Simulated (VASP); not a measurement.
# Ta in VASP: further runs

The runs below take Ta through single point, with PBE.

Program: VASP 6.6.1. These are calculated values, not measurements. Logs are shortened: lines on timing, memory, paths and dates and some standing lists are left out, and cuts for length are marked.

## 1. The cell of the first run

The typed cell holds 1 atom: a = 2.665 Å, b = 2.665 Å, c = 2.665 Å, α = 112.70°, β = 102.99°, γ = 112.91°.

## 2. Single point, PBE (normal strain along x -0.1100, normal strain along z -0.1125)

Contents of INCAR:

```
SYSTEM = Ta
PREC = Accurate
ENCUT = 520
EDIFF = 1E-6
ISMEAR = 0
SIGMA = 0.15
LREAL = .FALSE.
LASPH = .TRUE.
NELM = 80
ALGO = Fast
ISIF = 2
LWAVE = .FALSE.
LCHARG = .FALSE.
GGA = PE
NBANDS = 12
```

Contents of KPOINTS:

```
regular mesh
0
G
  18 18 18
  0 0 0
```

Contents of POSCAR:

```
Ta
1.0
   -1.4769403763      1.6594835689      1.4727916674
    1.4769403763     -1.6594835689      1.4727916674
    1.4769403763      1.6594835689     -1.4727916674
Ta
1
Direct
    0.0000000000      0.0000000000      0.0000000000
```

Potentials or basis: VASP PAW PBE potentials, release 64 (Ta_pv).

On the command line:

```bash
> cat potpaw_PBE.64/Ta_pv/POTCAR > POTCAR
> mpirun -np 1 vasp_std > vasp.out
```

OUTCAR:

```text
SYSTEM = Ta
   PREC = Accurate
   ENCUT = 520
   EDIFF = 1E-6
   ISMEAR = 0
   LREAL = .FALSE.
   LASPH = .TRUE.
   NELM = 80
   ISIF = 2
   GGA = PE

 ion  position               nearest neighbor table
   1  0.000  0.000  0.000-

  LATTYP: Found a body centered orthorhombic cell.
 ALAT       =     2.9455833348
 B/A-ratio  =     1.0028169014
 C/A-ratio  =     1.1267605634

  Lattice vectors:

 A1 = (   1.4769403763,  -1.6594835689,   1.4727916674)
 A2 = (  -1.4769403763,  -1.6594835689,  -1.4727916674)
 A3 = (   1.4769403763,   1.6594835689,  -1.4727916674)

Analysis of symmetry for initial positions (statically):
=====================================================================
 Subroutine PRICEL returns:
 Original cell was already a primitive cell.

 Routine SETGRP: Setting up the symmetry group for a
 body centered orthorhombic supercell.

 Subroutine GETGRP returns: Found  8 space group operations
 (whereof  8 operations were pure point group operations)
 out of a pool of  8 trial point group operations.

The static configuration has the point symmetry D_2h.

Analysis of symmetry for dynamics (positions and initial velocities):
=====================================================================
 Subroutine PRICEL returns:
 Original cell was already a primitive cell.

 Routine SETGRP: Setting up the symmetry group for a
 body centered orthorhombic supercell.

 Subroutine GETGRP returns: Found  8 space group operations
 (whereof  8 operations were pure point group operations)
 out of a pool of  8 trial point group operations.

The dynamic configuration has the point symmetry D_2h.

 Subroutine INISYM returns: Found  8 space group operations
 (whereof  8 operations are pure point group operations),
 and found     1 'primitive' translations

----------------------------------------------------------------------------------------

                                     Primitive cell

  volume of cell :      14.4390

  direct lattice vectors                    reciprocal lattice vectors
    -1.476940376  1.659483569  1.472791667     0.000000000  0.301298554  0.339491329
     1.476940376 -1.659483569  1.472791667     0.338537701  0.000000000  0.339491329
     1.476940376  1.659483569 -1.472791667     0.338537701  0.301298554  0.000000000

  length of vectors
     2.665399386  2.665399386  2.665399386     0.453910984  0.479439399  0.453198184

  position of ions in fractional coordinates (direct lattice)
     0.000000000  0.000000000  0.000000000

  ion indices of the primitive-cell ions
   primitive index   ion index
                 1           1

----------------------------------------------------------------------------------------

 KPOINTS: regular mesh

Automatic generation of k-mesh.
 Grid dimensions read from file:
 generate k-points for:   18   18   18

 Generating k-lattice:

  Cartesian coordinates                     Fractional coordinates (reciprocal lattice)
     0.000000000  0.016738809  0.018860629     0.055555556  0.000000000 -0.000000000
     0.018807650  0.000000000  0.018860629    -0.000000000  0.055555556  0.000000000
     0.018807650  0.016738809  0.000000000    -0.000000000  0.000000000  0.055555556

  Length of vectors
     0.025217277  0.026635522  0.025177677

  Shift w.r.t. Gamma in fractional coordinates (k-lattice)
     0.000000000  0.000000000  0.000000000

 Subroutine IBZKPT returns following result:
 ===========================================

 Found    865 irreducible k-points:

 Following reciprocal coordinates:
            Coordinates               Weight
  0.000000  0.000000  0.000000      1.000000
  0.055556 -0.000000  0.000000      4.000000
  0.111111 -0.000000  0.000000      4.000000
  0.166667  0.000000 -0.000000      4.000000
  0.222222  0.000000  0.000000      4.000000
  0.277778  0.000000  0.000000      4.000000
[... 16 lines left out ...]
 -0.333333  0.055556  0.000000      8.000000
 -0.277778  0.055556  0.000000      8.000000
 [... further k-points ...]
   k-points           NKPTS =    865   k-points in BZ     NKDIM =    865   number of bands    NBANDS=     12
   number of dos      NEDOS =    301   number of ions     NIONS =      1
   total plane-waves  NPLWV =   8000
   dimension x,y,z NGX =    20 NGY =   20 NGZ =   20
   dimension x,y,z NGXF=    40 NGYF=   40 NGZF=   40
   ions per type =               1
   NGX,Y,Z   is equivalent  to a cutoff of  12.47, 12.47, 12.47 a.u.
   NGXF,Y,Z  is equivalent  to a cutoff of  24.95, 24.95, 24.95 a.u.
 SYSTEM =  Ta
   PREC   = accura    normal or accurate (medium, high low for compatibility)
   ISTART =      0    job   : 0-new  1-cont  2-samecut
   ICHARG =      2    charge: 1-file 2-atom 10-const
   ISPIN  =      1    spin polarized calculation?
   LNONCOLLINEAR =      F non collinear calculations
   LSORBIT =      F    spin-orbit coupling
   LASPH  =      T    aspherical Exc in radial PAW
   ENCUT  =  520.0 eV  38.22 Ry    6.18 a.u.   4.96  4.96  4.96*2*pi/ulx,y,z
   NELM   =     80;   NELMIN=  2; NELMDL= -5     # of ELM steps
   EDIFF  = 0.1E-05   stopping-criterion for ELM
   LREAL  =      F    real-space projection
   EDIFFG = 0.1E-04   stopping-criterion for IOM
   NSW    =      0    number of steps for IOM
   IBRION =     -1    ionic relax: 0-MD 1-quasi-New 2-CG
   NFREE  =      0    steps in history (QN), initial steepest desc. (CG)
   ISIF   =      2    stress and relaxation
   ISYM   =      2    0-nonsym 1-usesym 2-fastsym
   POTIM  = 0.5000    time-step for ionic-motion
   TEBEG  =    0.0;   TEEND  =   0.0 temperature during run
   PSTRESS=    0.0 pullay stress
   NELECT =      11.0000    total number of electrons
   NUPDOWN=      -1.0000    fix difference up-down
   EMIN   =  10.00;   EMAX   =-10.00  energy-range for DOS
   EFERMI =   0.00;   METHOD = LEGACY
   ISMEAR =     0;   SIGMA  =   0.15  broadening in eV -4-tet -1-fermi 0-gaus
   EFERMI_NEDOS =   21; number of points for ismear=-14 and -15
   IALGO  =     68    algorithm
   IMIX   =      4    mixing-type and parameters
     AMIX     =   0.40;   BMIX     =  1.00
     AMIX_MAG =   1.60;   BMIX_MAG =  1.00
  volume/ion in A,a.u.               =      14.44        97.44
  Fermi-wavevector in a.u.,A,eV,Ry     =   1.495179  2.825479 30.416662  2.235562
  Thomas-Fermi vector in A             =   2.607357
   LORBIT       =      0    0 simple, 1 ext, 2 COOP (PROOUT), +10 PAW based schemes
   GGA     = PE    functional components
   LHFCALC =     F    Hartree Fock is set to
   AEXX    =    0.0000 exact exchange contribution
   IVDW    =     0    specifies the selected vdW correction
   LEPSILON=     F    determine dielectric tensor
   LRPA    =     F    only Hartree local field effects (RPA)
 non-spin polarized calculation
 RMM-DIIS sequential band-by-band and
 Gauss-broadening in eV      SIGMA  =   0.15
  energy-cutoff  :      520.00
  volume of cell :       14.44
 maximum number of plane-waves:       418
   NGX =  9   NGY =  9   NGZ =  9

 number of electron      11.0000002 magnetization

 Free energy of the ion-electron system (eV)
  ---------------------------------------------------
  ext. energy  EPLUGINS =         0.00000000
  ---------------------------------------------------
  free energy    TOTEN  =       -11.01106783 eV

  energy without entropy =      -10.99938561  energy(sigma->0) =      -11.00522672

 E-fermi :   7.5646     XC(G=0): -13.7912

 val. band max:        7.5640895446   @ k =  -0.1667  -0.3889   0.1111
 cond. band min:       7.5691281819   @ k =  -0.4444  -0.2222   0.1667
 fundamental gap:      0.0050386373
 Fermi energy:         7.5646282351

 k-point     1 :       0.0000    0.0000    0.0000
  band No.  band energies     occupation
      1     -24.7327      2.00000
      2     -24.7255      2.00000
      3     -24.7235      2.00000
      4      -1.2430      2.00000
      5       7.6498      0.42176
      6       7.7025      0.19363
      7       9.4691      0.00000
      8      10.7885      0.00000
      9      13.2789      0.00000
     10      22.1310      0.00000
     11      24.4862      0.00000
     12      24.5515      0.00000

 k-point     2 :       0.0556   -0.0000    0.0000
  band No.  band energies     occupation
      1     -24.8103      2.00000
      2     -24.7454      2.00000
      3     -24.7291      2.00000
      4      -1.0623      2.00000
      5       7.6792      0.27994
      6       7.7024      0.19408
      7       9.4683      0.00000
      8      10.6834      0.00000
      9      13.1646      0.00000
     10      22.4988      0.00000
     11      24.7868      0.00000
     12      24.8050      0.00000

 k-point     3 :       0.1111   -0.0000    0.0000
  band No.  band energies     occupation
      1     -25.0425      2.00000
      2     -24.8023      2.00000
      3     -24.7317      2.00000
      4      -0.5491      2.00000
      5       7.5697      0.96160
      6       7.7390      0.10008
      7       9.6124      0.00000
      8      10.4862      0.00000
      9      12.9137      0.00000
     10      22.8627      0.00000
     11      23.3634      0.00000
     12      25.4743      0.00000
[... 286 lines left out ...]
 k-point    23 :      -0.3333    0.0556    0.0000
  band No.  band energies     occupation
      1     -26.3670      2.00000
      2     -25.1754      2.00000
      3     -24.7599      2.00000
      4       2.0513      2.00000
      5       6.5520      2.00000
      6       7.1863      1.99964
      7      10.9426      0.00000
      8      12.5326      0.00000
      9      13.5840      0.00000
     10      22.2161      0.00000
     11      22.8697      0.00000
     12      27.1604      0.00000

 k-point    24 :      -0.2778    0.0556    0.0000
  band No.  band energies     occupation
      1     -25.9877      2.00000
      2     -25.0641      2.00000
      3     -24.7527      2.00000
      4       1.5061      2.00000
      5       6.7866      2.00000
      6       7.1191      1.99997
      7      10.6344      0.00000
      8      11.9142      0.00000
      9      12.6903      0.00000
     10      22.8480      0.00000
     11      23.2144      0.00000
     12      27.3109      0.00000

 [... further k-points ...]
[... 5 lines left out ...]
  --------------------------------------------------------------------------------------
  -------------------------------------------------------------------------------------
  Total        7.3436391      5.2204021      7.3679839      0.0000000      0.0000000      0.0000000
  in kB      814.8631528    579.2650232    817.5644929      0.0000000      0.0000000      0.0000000
  external PRESSURE =     737.2308897 kB  Pullay stress =       0.0000000 kB

 VOLUME and BASIS-vectors are now :
 -----------------------------------------------------------------------------
  energy-cutoff  :      520.00
  volume of cell :       14.44
      direct lattice vectors                 reciprocal lattice vectors
    -1.476940376  1.659483569  1.472791667     0.000000000  0.301298554  0.339491329
     1.476940376 -1.659483569  1.472791667     0.338537701  0.000000000  0.339491329
     1.476940376  1.659483569 -1.472791667     0.338537701  0.301298554  0.000000000

 POSITION                                       TOTAL-FORCE (eV/Angst)
 -----------------------------------------------------------------------------------
      0.00000      0.00000      0.00000         0.000000     -0.000000      0.000000
 -----------------------------------------------------------------------------------
    total drift:                                0.000000     -0.000000      0.000000

  FREE ENERGIE OF THE ION-ELECTRON SYSTEM (eV)
  ---------------------------------------------------
  free  energy   TOTEN  =       -11.0110678274 eV

  energy  without entropy=      -10.9993856133  energy(sigma->0) =      -11.00522672
```

Wall time 44 s (1 thread of Intel Xeon 6975P-C (Granite Rapids), shared host); peak memory 0.26 GiB.

Results:

* Free energy: -11.0111 eV
* Pressure: 73.7 GPa

Caveat: the cell differs from its parent crystal (normal strain along x -0.1100, normal strain along z -0.1125); spin-orbit coupling is left out, which moves the levels of the heavy elements.

(Continued in part 2 of 2.)
